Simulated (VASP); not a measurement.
**MnO: single point with PBE+U**

Crystal: MnO.

```
CELL_PARAMETERS angstrom
0.00000 2.27077 2.27077
2.27077 0.00000 2.27077
4.48248 4.48248 0.05905
ATOMIC_POSITIONS crystal
Mn 0.00000 0.00000 0.00000
Mn 0.00000 0.00000 0.50000
O 0.50000 0.50000 0.25000
O 0.50000 0.50000 0.75000
```

* Program: VASP 6.6.1
* Task: single point
* Functional: PBE
* Potentials or basis: VASP PAW PBE potentials, release 64 (Mn_sv, O)
* Cutoff: 700 eV
* k mesh: 12 × 12 × 6
* Occupations: gaussian, width 0.05 eV
* Spin: collinear spin, antiferromagnetic start
* Starting moments: [4.7, -4.7, 0.0, 0.0] μB
* Hubbard terms: Mn d U = 3.9 eV

```json
{
  "Pressure": "-3.0 GPa",
  "Band gap on the k mesh": "1.57 eV",
  "Net moment": "0.00 μB per cell",
  "Site moments": "Mn +4.46, -4.46; O +0.00 μB",
  "Valence electrons inside the program's atomic spheres": "Mn 12.86; O 4.98"
}
```

Levels at points of the mesh, in eV from the valence-band top:
Spin up:
```tsv
k point	band 18	band 19	band 20	band 21	band 22	band 23	band 24	band 25
(0.00, 0.00, 0.00)	-1.65	-1.54	-0.57	-0.57	1.57	4.64	4.71	4.71
(0.50, 0.00, 0.00)	-2.22	-1.89	-0.36	-0.28	3.79	5.44	5.50	5.59
(0.00, 0.00, 0.50)	-2.31	-2.01	0.00	0.00	3.75	3.94	4.64	4.64
(0.50, 0.00, 0.50)	-2.22	-1.73	-0.54	-0.24	3.57	5.26	5.58	5.65
```
Spin down:
```csv
k point,band 19,band 20,band 21,band 22,band 23,band 24
"(0.00, 0.00, 0.00)",-1.54,-0.57,-0.57,1.57,4.64,4.71
"(0.50, 0.00, 0.00)",-1.89,-0.36,-0.28,3.79,5.44,5.50
"(0.00, 0.00, 0.50)",-2.01,0.00,0.00,3.75,3.94,4.64
"(0.50, 0.00, 0.50)",-1.73,-0.54,-0.24,3.57,5.26,5.58
```

Eigenvalues of the final occupation matrices:
```
    site  spin  trace               eigenvalues
site 1 d     1   4.61  0.91 0.91 0.91 0.94 0.94
site 1 d     2   0.15  0.01 0.01 0.01 0.06 0.06
site 2 d     1   0.15  0.01 0.01 0.01 0.06 0.06
site 2 d     2   4.61  0.91 0.91 0.91 0.94 0.94
```

It took 7.4 min on 1 thread of Intel(R) Xeon(R) Platinum 8488C (Sapphire Rapids), on a shared host, peak memory 0.44 GiB.

Caveat: the cell stands under tension. A k mesh can miss the band edges.
